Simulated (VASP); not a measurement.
Crystal: Li4BH.

```
Li B H
1.0
     3.24071    0.00000    0.00000
    -1.62036    2.80654    0.00000
     0.00000    0.00000    9.81266
Li B H
4 1 1
Cartesian
  0.0000 1.8710 8.4355
  1.6204 0.9355 1.3772
  0.0000 1.8710 3.6143
  1.6204 0.9355 6.1984
  0.0000 0.0000 0.0000
  0.0000 0.0000 4.9063
```

- Program: VASP 6.6.1
- Task: relaxation of cell and atoms
- Functional: PBE
- Potentials or basis: VASP PAW PBE potentials, release 64 (Li_sv, B, H)
- Cutoff: 600 eV
- k mesh: 6 × 6 × 2
- Occupations: gaussian, width 0.1 eV
- Spin: no spin polarisation

At the start: pressure -3.8 GPa; volume 14.87 Å³/atom.

Task: Where does the relaxation end?

Result: Over 15 steps the energy falls by 110.0 meV/atom and the volume is 11.53 Å³/atom (-22.5 %); space group P-3m1 (No. 164, to 0.1 Å) before and after.

The path:
| step | energy change (eV) | largest force (eV/Å) | pressure (GPa) | volume (Å³) |
| --- | --- | --- | --- | --- |
| 1 | 0.0000 | 0.4426 | -3.82 | 89.25 |
| 2 | -0.1477 | 0.3744 | -2.87 | 84.74 |
| 3 | -0.2907 | 0.2567 | -0.47 | 77.18 |
| 4 | -0.2985 | 0.3300 | 0.56 | 74.84 |
| 5 | -0.2987 | 0.3038 | 0.40 | 75.18 |
| 6 | -0.3310 | 0.2708 | 0.31 | 74.91 |
| 7 | -0.4323 | 0.2534 | 0.05 | 74.00 |
| 8 | -0.5982 | 0.1680 | -0.13 | 71.81 |
| 9 | -0.0025 | 1.1995 | 1.86 | 66.07 |
| 10 | -0.6129 | 0.3439 | -0.18 | 71.14 |
| 11 | -0.6436 | 0.2174 | -0.41 | 70.48 |
| 12 | -0.6439 | 0.2260 | -0.40 | 70.53 |
| 13 | -0.6547 | 0.1424 | -0.13 | 69.97 |
| 14 | -0.6601 | 0.0129 | 0.35 | 69.09 |
| 15 | -0.6602 | 0.0283 | 0.30 | 69.19 |

Final structure:
```
Li B H
1.0
     2.69203    0.00000    0.00000
    -1.34601    2.33136    0.00000
     0.00000    0.00000   11.02430
Li B H
4 1 1
Direct
  0.33333 0.66667 0.84579
  0.66667 0.33333 0.15421
  0.33333 0.66667 0.39447
  0.66667 0.33333 0.60553
  0.00000 0.00000 0.00000
  0.00000 0.00000 0.50000
```

Caveat: the k points lie up to 0.45 Å⁻¹ apart in the final cell, too coarse for converged energies and pressures of a metal; the cutoff is under 1.25 times the usual one of these potentials, so pressure, stress and relaxed cells hold a basis-set (Pulay) error; the volume moved by over 15 % at a fixed basis, so the end points are rough.
